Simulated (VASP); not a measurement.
CrAuI2:

```xyz
4
Lattice="3.9896 0.0000 0.0000 -1.9948 3.4551 0.0000 0.0000 -2.3034 8.2466" Properties=species:S:1:pos:R:3 pbc="T T T"
Cr    1.9948   -1.1517    4.1233
I     0.0000    0.0000    2.7684
I     1.9948    1.1517    5.4782
Au    0.0000    0.0000    0.0000
```

```yaml
Program: VASP 6.6.1
Task: relaxation of cell and atoms
Functional: r2SCAN
Potentials_or_basis: VASP PAW PBE potentials, release 64 (Cr_pv, I, Au)
Cutoff: 600 eV
k_mesh: 5 × 5 × 5
Occupations: fermi-dirac, width 0.1 eV
Spin: no spin polarisation
```

At the start: pressure -0.6 GPa; volume 28.42 Å³/atom.

Question: How do energy, volume and symmetry change on relaxing?

Answer: Over 7 steps the energy falls by 28.2 meV/atom and the volume is 27.36 Å³/atom (-3.7 %); space group R-3m (No. 166, to 0.1 Å) before and after.

The path:
```
step  energy change (eV)  largest force (eV/Å)  pressure (GPa)  volume (Å³)
   1              0.0000                1.0033           -0.61       113.68
   2             -0.0793                0.4963           -0.23       111.90
   3             -0.0954                0.0643            0.30       110.65
   4             -0.0956                0.1054            0.22       110.76
   5             -0.1073                0.0339           -0.33       111.17
   6             -0.1087                0.0069           -0.62       111.38
   7             -0.1128                0.0091            0.00       109.45
```

Final structure:
```
Cr I Au
1.0
     3.90905    0.00000    0.00000
    -1.95452    3.38534    0.00000
     0.00000   -2.25689    8.27047
Cr I Au
1 2 1
Cartesian
  1.9545 -1.1284 4.1352
  0.0000 0.0000 2.6686
  1.9545 1.1284 5.6019
  0.0000 0.0000 0.0000
```

Caveat: the k points lie up to 0.37 Å⁻¹ apart in the final cell, too coarse for converged energies and pressures of a metal; the PAW data sets were made with another functional, which shifts forces and pressure a little; an odd number of electrons without spin polarisation forces a metal; a magnetic or distorted state may lie lower; the run has no spin polarisation, though such a crystal can be magnetic.
